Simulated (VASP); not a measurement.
Wanted: the native input for a VASP 6.6.1 run.

| Property | Result |
| --- | --- |
| Task | single point |
| Functional | HSE06 |
| Potentials or basis | VASP PAW PBE potentials, release 64 (Al, In_d, N) |
| Cutoff | 520 eV |
| k mesh | 1 × 1 × 1, shifted |
| Occupations | fermi-dirac, width 0.01 eV |
| Spin | no spin polarisation |
| Dipole correction | no |
| Grid for exact exchange (PRECFOCK) | Fast |
| Further INCAR settings | LREAL = Auto; ALGO = Normal; EDIFF = 1e-06; NBANDS = 91; ISYM = -1 |
| Share of exact exchange | 0.25 |
| Screening parameter | 0.2079 1/Å |

System: Al15InN16 (a cell with a defect).

```xyz
32
Lattice="6.2595 0.0000 0.0000 -3.1298 5.4209 0.0000 0.0000 0.0000 10.0348" Properties=species:S:1:pos:R:3 pbc="T T T"
Al    1.5769    0.9057    2.4582
Al    1.5806    0.9056    7.5620
Al   -0.0087    1.8195   10.0191
Al    0.0025    3.6466    2.4511
Al   -1.5611    4.5455    4.9994
Al   -0.0021    3.6460    7.5690
Al   -1.5807    4.5264   10.0296
Al    4.6742    0.8971    2.4517
Al    3.1160    1.8062    5.0001
Al    4.6750    0.9046    7.5684
Al    3.1208    1.8285   10.0287
Al    3.1311    3.6223    2.4982
Al    1.5631    4.5282    5.0081
Al    3.1311    3.6245    7.5079
Al    1.5670    4.5247   10.0251
In   -0.0423    1.8404    5.0106
N     1.6509    0.8646    4.3343
N     0.0060    1.8109    1.8964
N     1.5572    0.9158    9.4490
N     0.0070    1.8133    7.1216
N    -0.0009    3.7999    4.3266
N    -1.5682    4.5146    1.8751
N    -0.0182    3.6462    9.4547
N    -1.5501    4.5256    6.9111
N     4.5402    0.8258    4.3270
N     3.1381    1.8245    1.8745
N     4.6640    0.9150    9.4538
N     3.1396    1.8064    6.9114
N     3.1225    3.6289    4.4104
N     1.5903    4.5107    1.8701
N     3.1141    3.6314    9.4038
N     1.5701    4.5239    6.9218
```

One way to write it, as run:

POSCAR

```
Al15InN16
1.0
    6.2595139128      0.0000000578      0.0000000000
   -3.1297570064      5.4208980350      0.0000000000
    0.0000000000      0.0000000000     10.0348065929
Al In N
15 1 16
Direct
    0.3354682551      0.1670842980      0.2449691536
    0.3360462520      0.1670566779      0.7535767733
    0.1664356643      0.3356490101      0.9984358002
    0.3367484776      0.6726888119      0.2442597052
    0.1698631412      0.8385090747      0.4982093627
    0.3359514311      0.6725745403      0.7542697389
    0.1649792126      0.8349978094      0.9994781251
    0.8294914916      0.1654974872      0.2443200508
    0.6644073761      0.3331960551      0.4982791281
    0.8303010737      0.1668676283      0.7542155912
    0.6672192928      0.3372969888      0.9993890221
    0.8343168788      0.6682028372      0.2489522405
    0.6673693792      0.8353164382      0.4990743092
    0.8345224998      0.6686191722      0.7481877505
    0.6676784584      0.8346738087      0.9990345757
    0.1629847870      0.3394919796      0.4993224237
    0.3434798743      0.1594878925      0.4319290807
    0.1679812499      0.3340564639      0.1889805952
    0.3332418308      0.1689465205      0.9416210669
    0.1683696029      0.3345059458      0.7096853292
    0.3503412834      0.7009804009      0.4311575875
    0.1658828286      0.8328198619      0.1868571109
    0.3334012423      0.6726218800      0.9421894109
    0.1697880132      0.8348385571      0.6887156778
    0.8014977597      0.1523431386      0.4312020026
    0.6696137351      0.3365602183      0.1867951772
    0.8294980225      0.1687936741      0.9421008846
    0.6681854720      0.3332286439      0.6887436693
    0.8335572667      0.6694318687      0.4395110052
    0.6701145858      0.8321011685      0.1863589814
    0.8324415367      0.6698825472      0.9371182583
    0.6680946872      0.8345334547      0.6897820991
```

INCAR.step1

```
SYSTEM = Al15InN16
PREC = Accurate ; ENCUT = 520
EDIFF = 1E-5 ; ISMEAR = -1
SIGMA = 0.01 ; LREAL = Auto
LASPH = .TRUE. ; NELM = 120
ALGO = Normal ; ISIF = 2
LWAVE = .TRUE. ; GGA = PE
NBANDS = 91 ; GGA_COMPAT = .FALSE.
ISYM = -1
```

INCAR.step2

```
SYSTEM = Al15InN16
PREC = Accurate ; ENCUT = 520
EDIFF = 1E-6 ; ISMEAR = -1
SIGMA = 0.01 ; LREAL = Auto
LASPH = .TRUE. ; NELM = 120
ALGO = Normal ; ISIF = 2
LWAVE = .FALSE. ; LCHARG = .TRUE.
GGA = PE ; LHFCALC = .TRUE.
HFSCREEN = 0.2079 ; PRECFOCK = Fast
LELF = .TRUE. ; LVHAR = .TRUE.
ISTART = 1 ; NBANDS = 91
GGA_COMPAT = .FALSE. ; ISYM = -1
```

KPOINTS

```
explicit points
1
Reciprocal
  0.25000000   0.25000000   0.25000000 1
```

Potentials or basis: VASP PAW PBE potentials, release 64 (Al, In_d, N).

Launch:

```sh
$ cat potpaw_PBE.64/Al/POTCAR potpaw_PBE.64/In_d/POTCAR potpaw_PBE.64/N/POTCAR > POTCAR
$ cp INCAR.step1 INCAR
$ mpirun -np 1 vasp_std > vasp.out
$ cp INCAR.step2 INCAR
$ mpirun -np 1 vasp_std > vasp.out
```

Results of the run:

```json
{
 "Pressure": "-0.7 GPa",
 "Largest force": "0.183 eV/Å",
 "Band gap on the k mesh": "6.99 eV"
}
```

Caveat: the PAW data sets were made with another functional, which shifts forces and pressure a little; spin-orbit coupling is left out, which moves the levels of the heavy elements.

Run time: 3.4 min on 1 thread of Intel(R) Xeon(R) 6975P-C (Granite Rapids), with other jobs on the host, peak memory 0.57 GiB.
